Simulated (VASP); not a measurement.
# BiTe in VASP: notebook, part 2 of 2

VASP 6.6.1. The steps go on from the part before.

## (3) Single point, PBE

This run uses another cell than the first one, of 32.45 Å³/atom.

Contents of INCAR:

```
ALGO = Normal
EDIFF = 1E-6
ENCUT = 500
GGA = PE
GGA_COMPAT = False
ISIF = 2
ISMEAR = 0
LASPH = True
LCHARG = False
LREAL = False
LWAVE = False
NBANDS = 18
NELM = 120
PREC = Accurate
SIGMA = 0.05
```

Contents of KPOINTS:

```
k-points
0
Gamma
  10 10 8
```

Contents of POSCAR:

```
BiTe
1.0
    4.0667624737      0.0000000000      0.0000000000
   -2.0333812369      3.5937955239      0.0000000000
    0.0000000000      0.0000000000      4.4405072890
Bi Te
1 1
Direct
    0.0000000000      0.0000000000      0.0000000000
    0.6666666667      0.3333333333      0.5000000000
```

Potentials or basis: VASP PAW PBE potentials, release 64 (Bi_d, Te).

Started as:

```sh
cat potpaw_PBE.64/Bi_d/POTCAR potpaw_PBE.64/Te/POTCAR > POTCAR
mpirun -np 1 vasp_std > vasp.out
```

Run time: 66 s. Hardware: 1 thread of Intel Xeon 6975P-C (Granite Rapids), shared host; peak memory 0.3 GiB.

Results (log left out):

```
Free energy            : -7.0160 eV
Pressure               : 0.8 GPa
Largest force          : 0.023 eV/Å
Band gap on the k mesh : zero (an odd number of electrons rules out a gap without spin polarisation)
```

Forces in eV/Å, atoms in the order of the input:
```
Bi   0.000 -0.023  0.000
Te   0.000  0.023  0.000
```

Stress tensor (GPa, compression positive):
```
1.01 0.00 0.00
0.00 0.57 0.00
0.00 0.00 0.89
```

Levels at points of the mesh, in eV from the Fermi level:
```
           k point  band 8  band 9  band 10  band 11  band 12  band 13
(0.00, 0.00, 0.00)   -4.07   -1.46    -1.36     1.71     1.88     3.30
(0.50, 0.00, 0.00)   -3.40   -2.96    -2.16    -0.37     0.24     3.05
(0.00, 0.50, 0.00)   -3.35   -2.79    -2.27    -0.37     0.29     3.17
(0.00, 0.00, 0.50)   -0.73   -0.63    -0.52     0.40     1.09     1.21
(0.50, 0.00, 0.50)   -5.14   -5.13    -1.45    -0.25     1.30     1.60
(0.00, 0.50, 0.50)   -5.14   -5.13    -1.30    -0.06     1.46     1.76
```

Caveat: spin-orbit coupling is left out, which moves the levels of the heavy elements.

## (4) Single point, PBE

This run uses another cell than the first one, of 33.77 Å³/atom.

Contents of INCAR:

```
  ALGO = Normal
  EDIFF = 1E-6
  ENCUT = 500
  GGA = PE
  GGA_COMPAT = F
  ISIF = 2
  ISMEAR = 0
  LASPH = T
  LCHARG = T
  LELF = T
  LREAL = F
  LVHAR = T
  LWAVE = F
  NBANDS = 18
  NELM = 120
  PREC = Accurate
  SIGMA = 0.05
```

KPOINTS is that of step 3.

Contents of POSCAR:

```
BiTe
1.0
    4.2327527788      0.0000000000      0.0000000000
   -2.1163763894      3.5937955239      0.0000000000
    0.0000000000      0.0000000000      4.4405072890
Bi Te
1 1
Direct
    0.0000000000      0.0000000000      0.0000000000
    0.6666666667      0.3333333333      0.5000000000
```

Potentials or basis: VASP PAW PBE potentials, release 64 (Bi_d, Te).

Started as:

```sh
cat potpaw_PBE.64/Bi_d/POTCAR potpaw_PBE.64/Te/POTCAR > POTCAR
mpirun -np 1 vasp_std > vasp.out
```

OUTCAR:

```text
EDIFF = 1E-6
   ENCUT = 500
   GGA = PE
   ISIF = 2
   ISMEAR = 0
   LASPH = T
   LREAL = F
   NELM = 120
   PREC = Accurate

 ion  position               nearest neighbor table
   1  0.000  0.000  0.000-   2 3.27   2 3.27   2 3.29   2 3.29   2 3.29   2 3.29
   2  0.667  0.333  0.500-   1 3.27   1 3.27   1 3.29   1 3.29   1 3.29   1 3.29

  Warning from LATTYP: Monoclinic adjustment (A1->A3, A2->A1, A3->A2)!
  LATTYP: Found a base centered orthorhombic cell.
 ALAT       =     4.2327527788
 B/A-ratio  =     1.6980890270
 C/A-ratio  =     1.0490825997
[... 194 lines left out ...]
      5     -16.6641      2.00000
      6      -6.7921      2.00000
[... 481 lines left out ...]
      5     -16.6479      2.00000
      6      -5.6773      2.00000
[... 10 lines left out ...]
     17      15.7900      0.00000
     18      15.9579      0.00000

 [... further k-points ...]
[... 5 lines left out ...]
  --------------------------------------------------------------------------------------
  -------------------------------------------------------------------------------------
  Total       -0.4635179     -0.2639038     -0.2973220      0.0000000      0.0000000      0.0000000
  in kB      -10.9943164     -6.2596120     -7.0522684      0.0000000      0.0000000      0.0000000
  external PRESSURE =      -8.1020656 kB  Pullay stress =       0.0000000 kB

 VOLUME and BASIS-vectors are now :
 -----------------------------------------------------------------------------
  energy-cutoff  :      500.00
  volume of cell :       67.55
      direct lattice vectors                 reciprocal lattice vectors
     4.232752779  0.000000000  0.000000000     0.236252872  0.139128672  0.000000000
    -2.116376389  3.593795524  0.000000000     0.000000000  0.278257345  0.000000000
     0.000000000  0.000000000  4.440507289     0.000000000  0.000000000  0.225199495

 POSITION                                       TOTAL-FORCE (eV/Angst)
 -----------------------------------------------------------------------------------
      0.00000      0.00000      0.00000         0.000000      0.005411      0.000000
      2.11638      1.19793      2.22025         0.000000     -0.005411      0.000000
 -----------------------------------------------------------------------------------
    total drift:                                0.000001     -0.000005     -0.000000

  FREE ENERGIE OF THE ION-ELECTRON SYSTEM (eV)
  ---------------------------------------------------
  free  energy   TOTEN  =        -7.0158244440 eV

  energy  without entropy=       -7.0145175740  energy(sigma->0) =       -7.01517101
```

stdout:

```text
POSCAR found type information on POSCAR BiTe
 POSCAR found :  2 types and       2 ions
 scaLAPACK will be used
 LDA part: xc-table for (Slater+PW92), standard interpolation
 POSCAR, INCAR and KPOINTS ok, starting setup
 FFT: planning ... GRIDC
 FFT: planning ... GRID_SOFT
 FFT: planning ... GRID
 WAVECAR not read
 entering main loop
```

It took 55 s on 1 thread of Intel Xeon 6975P-C (Granite Rapids), shared host; peak memory 0.31 GiB.

What came out:

* Free energy: -7.0158 eV
* Pressure: -0.8 GPa
* Largest force: 0.005 eV/Å
* Band gap on the k mesh: zero (an odd number of electrons rules out a gap without spin polarisation)

Forces on the atoms (eV/Å):
```
Bi   0.000  0.005  0.000
Te   0.000 -0.005  0.000
```

Stress tensor (GPa, compression positive):
```
-1.10  0.00  0.00
 0.00 -0.63  0.00
 0.00  0.00 -0.71
```

Caveat: spin-orbit coupling is left out, which moves the levels of the heavy elements.

## (5) Single point, r2SCAN

Contents of POSCAR:

```
BiTe
1.0
    4.1497576262      0.0000000000      0.0000000000
   -2.0748788131      3.5937955239      0.0000000000
    0.0000000000      0.0000000000      4.4405072890
Bi Te
1 1
Direct
    0.0000000000      0.0000000000      0.0000000000
    0.6666666667      0.3333333333      0.5000000000
```

Contents of INCAR.step1:

```
SYSTEM = BiTe
PREC = Accurate
ENCUT = 550
ISMEAR = 0
SIGMA = 0.05
LREAL = .FALSE.
LASPH = .TRUE.
NELM = 120
NBANDS = 18
GGA = PE
ALGO = Normal
EDIFF = 1E-5
LWAVE = .TRUE.
LCHARG = .FALSE.
GGA_COMPAT = .FALSE.
```

Contents of INCAR.step2:

```
SYSTEM = BiTe
PREC = Accurate
ENCUT = 550
EDIFF = 1E-6
ISMEAR = 0
SIGMA = 0.05
LREAL = .FALSE.
LASPH = .TRUE.
NELM = 120
ALGO = Normal
ISIF = 2
LWAVE = .FALSE.
LCHARG = .FALSE.
METAGGA = R2SCAN
LMIXTAU = .TRUE.
NBANDS = 18
ISTART = 1
GGA_COMPAT = .FALSE.
```

Contents of KPOINTS:

```
Automatic mesh
0
G
  10 10 8
  0 0 0
```

Started as:

```sh
cat potpaw_PBE.64/Bi_d/POTCAR potpaw_PBE.64/Te/POTCAR > POTCAR
cp INCAR.step1 INCAR
mpirun -np 1 vasp_std > vasp.out
cp INCAR.step2 INCAR
mpirun -np 1 vasp_std > vasp.out
```

It took 100 s on 1 thread of Intel Xeon 6975P-C (Granite Rapids), shared host; peak memory 0.25 GiB.

Results (log left out):

```
Free energy            : -83.8490 eV
Pressure               : -0.6 GPa
Band gap on the k mesh : zero (an odd number of electrons rules out a gap without spin polarisation)
```

Stress tensor (GPa, compression positive):
```
-0.46  0.00  0.00
 0.00 -0.46  0.00
 0.00  0.00 -1.03
```

Levels at points of the mesh, in eV from the Fermi level:
```
           k point  band 7  band 8  band 9  band 10  band 11  band 12  band 13  band 14
(0.00, 0.00, 0.00)   -8.79   -4.24   -1.69    -1.69     1.73     1.73     3.70     4.51
(0.50, 0.00, 0.00)  -10.84   -3.45   -3.17    -2.35    -0.28     0.26     3.10     3.57
(0.00, 0.00, 0.50)  -12.26   -0.82   -0.80    -0.80     0.52     1.00     1.00     6.92
(0.50, 0.00, 0.50)  -11.18   -5.33   -5.31    -1.61    -0.31     1.46     1.80     8.11
```

Caveat: the PAW data sets were made with another functional, which shifts forces and pressure a little; spin-orbit coupling is left out, which moves the levels of the heavy elements.

## (6) Overview

| level | cell | cutoff (eV) | gap on the mesh (eV) | pressure (GPa) | largest force (eV/Å) |
| --- | --- | --- | --- | --- | --- |
| PBE | a = 4.150, b = 4.150, c = 4.441 Å, angles 90.0, 90.0, 120.0°, 2 atoms, atomic positions A | 500 | none | 0.3 | 0.16 |
| PBE | a = 4.067, b = 4.129, c = 4.441 Å, angles 90.0, 90.0, 119.5°, 2 atoms, atomic positions B | 500 | none | 0.8 | 0.02 |
| PBE | a = 4.233, b = 4.171, c = 4.441 Å, angles 90.0, 90.0, 120.5°, 2 atoms, atomic positions B | 500 | none | -0.8 | 0.01 |
| r2SCAN | a = 4.150, b = 4.150, c = 4.441 Å, angles 90.0, 90.0, 120.0°, 2 atoms, atomic positions B | 550 | none | -0.6 | - |

Alike in all rows: task single point; potentials or basis VASP PAW PBE potentials, release 64 (Bi_d, Te); no spin polarisation; k mesh 10 × 10 × 8; smearing gaussian 0.05 eV.

Caveats: spin-orbit coupling is left out, which moves the levels of the heavy elements; the PAW data sets were made with another functional, which shifts forces and pressure a little (at least some runs).

Total energies depend on the potentials used, so only differences within one code and one set of settings carry meaning.
